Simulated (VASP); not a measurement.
Tl, 6 atoms in the cell. It takes space group P6_3/mmc (No. 194, hexagonal). Conventional cell: a = 3.538 Å, b = 3.538 Å, c = 17.256 Å, α = 90.00°, β = 90.00°, γ = 120.00°. Tl (site symmetry -6m2) has 12 Tl at 3.51 to 3.54 Å within 4.6 Å. Tl (site symmetry 3m) has 12 Tl at 3.51 to 3.57 Å within 4.6 Å. 

| Item | Value |
| --- | --- |
| Program | VASP 6.6.1 |
| Task | single point |
| Functional | PBE |
| Potentials or basis | VASP PAW PBE potentials, release 64 (Tl_d) |
| Cutoff | 520 eV |
| k mesh | 15 × 15 × 3 |
| Occupations | gaussian, width 0.1 eV |
| Spin | no spin polarisation |
| Dipole correction | no |
| Further INCAR settings | ALGO = Fast; EDIFF = 1e-06; NBANDS = 48 |

Potentials or basis: VASP PAW PBE potentials, release 64 (Tl_d).

Run with:

```bash
$ cat potpaw_PBE.64/Tl_d/POTCAR > POTCAR
$ mpirun -np 1 vasp_std > vasp.out
```

Hardware: 1 thread of Intel(R) Xeon(R) Platinum 8488C (Sapphire Rapids), with other jobs on the host.

**Question.** How long does it take, and how much memory?

**Answer.** Wall time 4 min on 1 thread of Intel(R) Xeon(R) Platinum 8488C (Sapphire Rapids) (shared host), peak memory 0.51 GiB. Counts: scf iterations 12, k points 54.
